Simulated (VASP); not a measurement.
Here is a VASP 6.6.1 calculation.

Contents of INCAR:

```
SYSTEM = ZrC
PREC = Accurate ; ENCUT = 520
EDIFF = 1E-6 ; ISMEAR = 0
SIGMA = 0.05 ; LREAL = .FALSE.
LASPH = .TRUE. ; NELM = 80
ALGO = Normal ; ISIF = 2
LWAVE = .FALSE. ; LCHARG = .TRUE.
GGA = PS ; LELF = .TRUE.
LVHAR = .TRUE. ; NBANDS = 15
```

KPOINTS

```
regular mesh
0
G
  12 12 12
  0 0 0
```

The input POSCAR:

```
ZrC
1.0
    0.0000000000      2.3345844199      2.3345844199
    2.3345844199      0.0000000000      2.3345844199
    2.3345844199      2.3345844199      0.0000000000
Zr C
1 1
Direct
    0.5000000000      0.5000000000      0.5000000000
    0.0000000000      0.0000000000      0.0000000000
```

Potentials or basis: VASP PAW PBE potentials, release 64 (Zr_sv, C).

Run with:

```console
$ cat potpaw_PBE.64/Zr_sv/POTCAR potpaw_PBE.64/C/POTCAR > POTCAR
$ mpirun -np 1 vasp_std > vasp.out
```

(1) What does it give for the band gap on the k mesh?

(2) What does it give for the pressure?

Answers

(1) zero (band 8 reaches 10.68 eV, above the bottom of band 9 at 9.35 eV).

(2) 0.4 GPa.

Caveat: the PAW data sets were made with another functional, which shifts forces and pressure a little.
